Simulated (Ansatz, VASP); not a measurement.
# Two plane-wave programs on KCl

```
K Cl
1.0
     0.00000    3.05982    3.05982
     3.05982    0.00000    3.05982
     3.05982    3.05982    0.00000
K Cl
1 1
Direct
  0.00000 0.00000 0.00000
  0.50000 0.50000 0.50000
```

Alike in both runs: task single point; functional r2SCAN; k mesh 6 × 6 × 6; occupations gaussian, width 0.05 eV; no spin polarisation.

```csv
,VASP,Ansatz
version,VASP 6.6.1,Ansatz 0.2.0
potentials or method,"VASP PAW PBE potentials, release 64 (K_sv, Cl), cutoff 520 eV","scalar-relativistic, plane waves, PAW"
valence electrons in the cell,16,16
```

|  | VASP | Ansatz | Ansatz less VASP |
| --- | --- | --- | --- |
| gap on the k mesh at the Fermi level (eV) | 6.14 | 6.14 | -0.004 |
| least direct gap on the mesh (eV) | 6.14 | 6.14 | -0.004 |
| pressure (GPa) | 2.0 | 2.0 | +0.01 |

VASP's potentials were made for PBE, not for r2SCAN.
